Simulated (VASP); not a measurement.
# ZnO (P6_3mc) in VASP: further runs

ZnO is run at these levels: PBEsol; tasks: single point.

Everything below comes from runs of VASP 6.6.1. Logs are shortened: lines on timing, memory, paths and dates and some standing lists are left out, and cuts for length are marked.

### Step 1. The cell of the first run

Symmetry: P6_3mc, No. 186, hexagonal system. The conventional cell has a = 3.214 Å, b = 3.214 Å, c = 5.240 Å, α = 90.00°, β = 90.00°, γ = 120.00°. Zn (site symmetry 3m) has 4 O at 1.97 Å within 2.6 Å. O (site symmetry 3m) has 4 Zn at 1.97 Å within 2.6 Å.

### Step 2. Single point, PBEsol (in-plane strain -0.005, then relaxed in part)

Input file INCAR:

```
PREC     = Accurate       # precision mode
ENCUT    = 520            # plane-wave cutoff, eV
EDIFF    = 1E-7           # SCF threshold, eV
ISMEAR   = 0              # smearing method
SIGMA    = 0.01           # smearing width, eV
LREAL    = False          # projectors in reciprocal space
LASPH    = True           # aspherical terms in the spheres
NELM     = 80             # most SCF steps
ALGO     = Normal         # electronic algorithm
ISIF     = 2              # what is computed and relaxed
LWAVE    = False          # write WAVECAR
LCHARG   = False          # write CHGCAR
GGA      = PS             # functional
NBANDS   = 26             # bands
```

Input file KPOINTS:

```
regular mesh
0
Gamma
  8 8 4
```

Input file POSCAR:

```
ZnO
1.0
    3.2138589856      0.0000000000      0.0000000000
   -1.6069294928      2.7832835257      0.0000000000
    0.0000000000      0.0000000000      5.2401842151
Zn O
2 2
Direct
    0.3333333333      0.6666666667      0.5013163500
    0.6666666667      0.3333333333      0.0013163500
    0.6666666667      0.3333333333      0.3776936500
    0.3333333333      0.6666666667      0.8776936500
```

Potentials or basis: VASP PAW PBE potentials, release 64 (Zn, O).

Command:

```bash
$ cat potpaw_PBE.64/Zn/POTCAR potpaw_PBE.64/O/POTCAR > POTCAR
$ mpirun -np 1 vasp_std > vasp.out
```

OUTCAR:

```text
PREC = Accurate
   ENCUT = 520
   EDIFF = 1E-7
   ISMEAR = 0
   LREAL = False
   LASPH = True
   NELM = 80
   ISIF = 2
   GGA = PS

 ion  position               nearest neighbor table
   1  0.333  0.667  0.501-   3 1.97   3 1.97   3 1.97   4 1.97
   2  0.667  0.333  0.001-   4 1.97   4 1.97   4 1.97   3 1.97
   3  0.667  0.333  0.378-   1 1.97   1 1.97   1 1.97   2 1.97
   4  0.333  0.667  0.878-   2 1.97   2 1.97   2 1.97   1 1.97

  LATTYP: Found a hexagonal cell.
 ALAT       =     3.2138589856
 C/A-ratio  =     1.6304959983

  Lattice vectors:

 A1 = (   3.2138589856,   0.0000000000,   0.0000000000)
 A2 = (  -1.6069294928,   2.7832835257,   0.0000000000)
 A3 = (   0.0000000000,   0.0000000000,   5.2401842151)

Analysis of symmetry for initial positions (statically):
=====================================================================
 Subroutine PRICEL returns:
 Original cell was already a primitive cell.

 Routine SETGRP: Setting up the symmetry group for a
 hexagonal supercell.

 Subroutine GETGRP returns: Found 12 space group operations
 (whereof  6 operations were pure point group operations)
 out of a pool of 24 trial point group operations.

The static configuration has the point symmetry C_3v.
 The point group associated with its full space group is C_6v.

Analysis of symmetry for dynamics (positions and initial velocities):
=====================================================================
 Subroutine PRICEL returns:
 Original cell was already a primitive cell.

 Routine SETGRP: Setting up the symmetry group for a
 hexagonal supercell.

 Subroutine GETGRP returns: Found 12 space group operations
 (whereof  6 operations were pure point group operations)
 out of a pool of 24 trial point group operations.

The dynamic configuration has the point symmetry C_3v.
 The point group associated with its full space group is C_6v.

 Subroutine INISYM returns: Found 12 space group operations
 (whereof  6 operations are pure point group operations),
 and found     1 'primitive' translations

----------------------------------------------------------------------------------------

                                     Primitive cell

  volume of cell :      46.8739

  direct lattice vectors                    reciprocal lattice vectors
     3.213858986  0.000000000  0.000000000     0.311152420  0.179643933  0.000000000
[... 90 lines left out ...]
   EDIFF  = 0.1E-06   stopping-criterion for ELM
   LREAL  =      F    real-space projection
   EDIFFG = 0.1E-05   stopping-criterion for IOM
   NSW    =      0    number of steps for IOM
   IBRION =     -1    ionic relax: 0-MD 1-quasi-New 2-CG
   NFREE  =      0    steps in history (QN), initial steepest desc. (CG)
   ISIF   =      2    stress and relaxation
   ISYM   =      2    0-nonsym 1-usesym 2-fastsym
   POTIM  = 0.5000    time-step for ionic-motion
   TEBEG  =    0.0;   TEEND  =   0.0 temperature during run
   PSTRESS=    0.0 pullay stress
   NELECT =      36.0000    total number of electrons
   NUPDOWN=      -1.0000    fix difference up-down
   EMIN   =  10.00;   EMAX   =-10.00  energy-range for DOS
   EFERMI =   0.00;   METHOD = LEGACY
   ISMEAR =     0;   SIGMA  =   0.01  broadening in eV -4-tet -1-fermi 0-gaus
   EFERMI_NEDOS =   21; number of points for ismear=-14 and -15
   IALGO  =     38    algorithm
   IMIX   =      4    mixing-type and parameters
     AMIX     =   0.40;   BMIX     =  1.00
     AMIX_MAG =   1.60;   BMIX_MAG =  1.00
  volume/ion in A,a.u.               =      11.72        79.08
  Fermi-wavevector in a.u.,A,eV,Ry     =   1.499220  2.833115 30.581282  2.247661
  Thomas-Fermi vector in A             =   2.610878
   LORBIT       =      0    0 simple, 1 ext, 2 COOP (PROOUT), +10 PAW based schemes
   GGA     = PS    functional components
   LHFCALC =     F    Hartree Fock is set to
   AEXX    =    0.0000 exact exchange contribution
   IVDW    =     0    specifies the selected vdW correction
   LEPSILON=     F    determine dielectric tensor
   LRPA    =     F    only Hartree local field effects (RPA)
 non-spin polarized calculation
 Gauss-broadening in eV      SIGMA  =   0.01
  energy-cutoff  :      520.00
  volume of cell :       46.87
 maximum number of plane-waves:      1284
 NGX is ok and might be reduce to    24
   NGX = 11   NGY = 11   NGZ = 19

 number of electron      36.0000010 magnetization

 Free energy of the ion-electron system (eV)
  ---------------------------------------------------
  ext. energy  EPLUGINS =         0.00000000
  ---------------------------------------------------
  free energy    TOTEN  =       -19.40657218 eV

  energy without entropy =      -19.40657218  energy(sigma->0) =      -19.40657218

 E-fermi :   1.2508     XC(G=0): -11.2693

 val. band max:        1.2006274953   @ k =   0.0000   0.0000   0.0000
 cond. band min:       1.8840542514   @ k =   0.0000   0.0000   0.0000
 fundamental gap:      0.6834267561
 Fermi energy:         1.2508369627

 k-point     1 :       0.0000    0.0000    0.0000
  band No.  band energies     occupation
      1     -16.9775      2.00000
      2     -16.2278      2.00000
      3      -4.6961      2.00000
      4      -4.5934      2.00000
      5      -4.5934      2.00000
      6      -4.5869      2.00000
[... 685 lines left out ...]
     25      14.8724      0.00000
     26      14.8724      0.00000

 [... further k-points ...]

------------------------ aborting loop because EDIFF is reached ----------------------------------------

  FORCE on cell =-STRESS in cart. coord.  units (eV):
  Direction    XX          YY          ZZ          XY          YZ          ZX
  --------------------------------------------------------------------------------------
  -------------------------------------------------------------------------------------
  Total        0.6266214      0.6266214      0.3020761      0.0000000     -0.0000000      0.0000000
  in kB       21.4182983     21.4182983     10.3251435      0.0000000     -0.0000000      0.0000000
  external PRESSURE =      17.7205800 kB  Pullay stress =       0.0000000 kB

 VOLUME and BASIS-vectors are now :
 -----------------------------------------------------------------------------
  energy-cutoff  :      520.00
  volume of cell :       46.87
      direct lattice vectors                 reciprocal lattice vectors
     3.213858986  0.000000000  0.000000000     0.311152420  0.179643933  0.000000000
    -1.606929493  2.783283526  0.000000000     0.000000000  0.359287867  0.000000000
     0.000000000  0.000000000  5.240184215     0.000000000  0.000000000  0.190832986

 POSITION                                       TOTAL-FORCE (eV/Angst)
 -----------------------------------------------------------------------------------
     -0.00000      1.85552      2.62699         0.000000      0.000000      0.004208
      1.60693      0.92776      0.00690         0.000000      0.000000      0.004208
      1.60693      0.92776      1.97918        -0.000000     -0.000000     -0.004208
     -0.00000      1.85552      4.59928         0.000000      0.000000     -0.004208
 -----------------------------------------------------------------------------------
    total drift:                                0.000000      0.000001      0.000571

  FREE ENERGIE OF THE ION-ELECTRON SYSTEM (eV)
  ---------------------------------------------------
  free  energy   TOTEN  =       -19.4065721762 eV

  energy  without entropy=      -19.4065721762  energy(sigma->0) =      -19.40657218
```

OSZICAR:

```text
N       E                     dE             d eps       ncg     rms          rms(c)
DAV:   1     0.295621170516E+03    0.29562E+03   -0.18205E+04  1584   0.203E+03
DAV:   2     0.110081175998E+02   -0.28461E+03   -0.26786E+03  1610   0.415E+02
DAV:   3    -0.215368048644E+02   -0.32545E+02   -0.32067E+02  1758   0.141E+02
DAV:   4    -0.222071117177E+02   -0.67031E+00   -0.66864E+00  1770   0.206E+01
DAV:   5    -0.222103803732E+02   -0.32687E-02   -0.32684E-02  1688   0.150E+00    0.144E+01
DAV:   6    -0.192761741714E+02    0.29342E+01   -0.55420E+00  2412   0.601E+01    0.928E+00
DAV:   7    -0.194554263135E+02   -0.17925E+00   -0.26382E+00  1634   0.158E+01    0.552E+00
DAV:   8    -0.194559479150E+02   -0.52160E-03   -0.50636E-01  2302   0.735E+00    0.164E+00
DAV:   9    -0.194043314668E+02    0.51616E-01   -0.95813E-02  2288   0.616E+00    0.348E-01
DAV:  10    -0.194065428665E+02   -0.22114E-02   -0.39165E-02  1584   0.134E+00    0.114E-01
DAV:  11    -0.194065463037E+02   -0.34371E-05   -0.63991E-04  1668   0.237E-01    0.253E-02
DAV:  12    -0.194065739313E+02   -0.27628E-04   -0.25596E-05  1634   0.461E-02    0.173E-02
DAV:  13    -0.194065736994E+02    0.23188E-06   -0.51964E-06  1744   0.530E-02    0.961E-03
DAV:  14    -0.194065726032E+02    0.10962E-05   -0.30398E-06  2088   0.240E-02    0.420E-03
DAV:  15    -0.194065722199E+02    0.38326E-06   -0.64681E-07  1938   0.788E-03    0.945E-04
DAV:  16    -0.194065721762E+02    0.43779E-07   -0.10595E-07   798   0.276E-03
   1 F= -.19406572E+02 E0= -.19406572E+02  d E =-.495795E-15
```

stdout:

```text
POSCAR found type information on POSCAR ZnO
 POSCAR found :  2 types and       4 ions
 scaLAPACK will be used
 -----------------------------------------------------------------------------
|                                                                             |
|                                                                             |
|     You enforced a specific xc type in the INCAR file but a different       |
|     I HOPE YOU KNOW WHAT YOU ARE DOING!                                     |
|                                                                             |
 -----------------------------------------------------------------------------

 LDA part: xc-table for (Slater+PW92), standard interpolation
 POSCAR, INCAR and KPOINTS ok, starting setup
 FFT: planning ... GRIDC
 FFT: planning ... GRID_SOFT
 FFT: planning ... GRID
 WAVECAR not read
 entering main loop
```

Run time: 32 s. Hardware: 1 thread of Intel Xeon Platinum 8259CL at 2.50GHz (Skylake/Cascade Lake), shared host; peak memory 0.17 GiB.

What came out:

```yaml
Free_energy: -19.4066 eV
Pressure: 1.8 GPa
Largest_force: 0.004 eV/Å
Band_gap_on_the_k_mesh: 0.68 eV, direct
```

Forces in eV/Å, atoms in the order of the input:
```
Zn   0.000  0.000  0.004
Zn   0.000  0.000  0.004
O    0.000  0.000 -0.004
O    0.000  0.000 -0.004
```

Levels at points of the mesh, in eV from the valence-band top:
| k point | band 15 | band 16 | band 17 | band 18 | band 19 | band 20 | band 21 | band 22 |
| --- | --- | --- | --- | --- | --- | --- | --- | --- |
| (0.00, 0.00, 0.00) | -0.82 | -0.10 | 0.00 | 0.00 | 0.68 | 5.21 | 8.03 | 12.95 |
| (0.50, 0.00, 0.00) | -2.91 | -2.31 | -1.37 | -0.85 | 5.75 | 6.73 | 7.35 | 8.59 |
| (0.00, 0.00, 0.50) | -0.40 | -0.40 | -0.40 | -0.40 | 3.37 | 3.37 | 9.92 | 9.92 |
| (0.50, 0.00, 0.50) | -1.54 | -1.54 | -1.47 | -1.47 | 5.56 | 5.56 | 8.43 | 8.43 |

Caveat: the cell differs from its parent crystal (in-plane strain -0.005, then relaxed in part); the PAW data sets were made with another functional, which shifts forces and pressure a little.

### Step 3. Single point, PBEsol (in-plane strain -0.005)

Input file INCAR:

```
SYSTEM = ZnO
ALGO = Normal
EDIFF = 1E-7
ENCUT = 520
GGA = PS
ISIF = 2
ISMEAR = 0
LASPH = .TRUE.
LCHARG = .TRUE.
LELF = .TRUE.
LREAL = .FALSE.
LVHAR = .TRUE.
LWAVE = .FALSE.
NBANDS = 26
NELM = 80
PREC = Accurate
SIGMA = 0.01
```

Input file KPOINTS:

```
k-points
0
G
  8 8 4
  0 0 0
```

Input file POSCAR:

```
ZnO
1.0
    3.2138589856      0.0000000000      0.0000000000
   -1.6069294928      2.7832835257      0.0000000000
    0.0000000000      0.0000000000      5.2299875708
Zn O
2 2
Direct
    0.3333333333      0.6666666667      0.5000406004
    0.6666666667      0.3333333333      0.0000406004
    0.6666666667      0.3333333333      0.3789693996
    0.3333333333      0.6666666667      0.8789693996
```

Potentials or basis: VASP PAW PBE potentials, release 64 (Zn, O).

Command:

```bash
$ cat potpaw_PBE.64/Zn/POTCAR potpaw_PBE.64/O/POTCAR > POTCAR
$ mpirun -np 1 vasp_std > vasp.out
```

Wall time 30 s (1 thread of Intel Xeon Platinum 8259CL at 2.50GHz (Skylake/Cascade Lake), shared host); peak memory 0.17 GiB.

It converged, with:

| Item | Value |
| --- | --- |
| Free energy | -19.4048 eV |
| Pressure | 2.1 GPa |
| Largest force | 0.076 eV/Å |
| Band gap on the k mesh | 0.69 eV, direct |

Forces on the atoms (eV/Å):
```
Zn   0.000  0.000  0.076
Zn   0.000  0.000  0.076
O    0.000  0.000 -0.076
O    0.000  0.000 -0.076
```

Stress tensor (GPa, compression positive):
```
2.74 0.00 0.00
0.00 2.74 0.00
0.00 0.00 0.81
```

Levels at points of the mesh, in eV from the valence-band top:
```
           k point  band 16  band 17  band 18  band 19  band 20  band 21
(0.00, 0.00, 0.00)    -0.12     0.00     0.00     0.69     5.20     8.04
(0.50, 0.00, 0.00)    -2.32    -1.36    -0.88     5.76     6.73     7.38
(0.00, 0.00, 0.50)    -0.40    -0.40    -0.40     3.38     3.38     9.92
(0.50, 0.00, 0.50)    -1.56    -1.46    -1.46     5.57     5.57     8.45
```

Caveat: the cell differs from its parent crystal (in-plane strain -0.005); the PAW data sets were made with another functional, which shifts forces and pressure a little.
